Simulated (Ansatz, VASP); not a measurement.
**Cs2Ge3: VASP beside Ansatz**

Contents of INCAR:

```
  ALGO = Normal
  EDIFF = 1E-6
  EDIFFG = -0.04
  ENCUT = 600
  GGA = PE
  IBRION = 2
  ISIF = 3
  ISMEAR = 0
  LASPH = T
  LCHARG = F
  LREAL = F
  LWAVE = F
  NELM = 80
  NSW = 90
  PREC = Accurate
  SIGMA = 0.1
```

Contents of KPOINTS:

```
k-points
0
Gamma
  4 4 4
```

Contents of POSCAR:

```
Cs2Ge3
1.0
    4.6460870400      0.0000000000      0.0000000000
    0.0000000000      4.6460870400      0.0000000000
    0.0000000000      0.0000000000      6.8431232800
Cs Ge
2 3
Direct
    0.0000000000      0.0000000000      0.7211286400
    0.5000000000      0.5000000000      0.2898103300
    0.5000000000      0.0000000000      0.9934612500
    0.0000000000      0.5000000000      0.9934612500
    0.0000000000      0.0000000000      0.2721384500
```

Input for Ansatz:

```yaml
crystal:
  lattice:
    - [4.64608704, 0.0, 0.0]
    - [0.0, 4.64608704, 0.0]
    - [0.0, 0.0, 6.84312328]
  atoms:
    - { symbol: Cs, position: [0.0, 0.0, 0.72112864] }
    - { symbol: Cs, position: [0.5, 0.5, 0.28981033] }
    - { symbol: Ge, position: [0.5, 0.0, 0.99346125] }
    - { symbol: Ge, position: [0.0, 0.5, 0.99346125] }
    - { symbol: Ge, position: [0.0, 0.0, 0.27213845] }
basis:
  ecutwfc: 420
kpoints:
  mp_grid: { grid: [4, 4, 4] }
hamiltonian:
  xc: pbe
scf:
  occupations: { method: gaussian, width: 0.1 }
  lower_state_search: "off"
output:
  forces: true
  stress: true
  eigenvalues: true
relax:
  adjacent_minimum: "off"
  f_tol: 0.04
  max_steps: 70
  cell: { stress_tol: 0.4 }
```

Change from the starting cell: species swapped into the Cu3Te2 type (P4mm, No. 99).

Alike in both runs: task relaxation of cell and atoms; functional PBE; k mesh 4 × 4 × 4; occupations gaussian, width 0.1 eV; no spin polarisation.

|  | VASP | Ansatz |
| --- | --- | --- |
| version | VASP 6.6.1 | Ansatz 0.2.0 |
| potentials or method | VASP PAW PBE potentials, release 64 (Cs_sv, Ge_d), cutoff 600 eV | scalar-relativistic, plane waves, PAW |
| valence electrons in the cell | 60 | 60 |

Ansatz gave:

```
gap on the k mesh at the Fermi level, each at its own relaxed structure (eV) : none
relaxed volume (Å³/atom)                                                     : 42.34
relaxed cell length with the largest relative difference (Å)                 : 11.279
```

**Question.** What did VASP give for the same quantities?

**Answer.** gap on the k mesh at the Fermi level, each at its own relaxed structure (eV): none; relaxed volume (Å³/atom): 39.41; relaxed cell length with the largest relative difference (Å): 10.341.

A gap of «none» marks a metal or a gap that the smearing closes. One of these differences is far larger than is usual between the two programs; its cause wasn't traced.

Neither program's run includes spin-orbit coupling. Noted on VASP's run: the volume moved by over 15 % at a fixed basis, so the end points are rough.
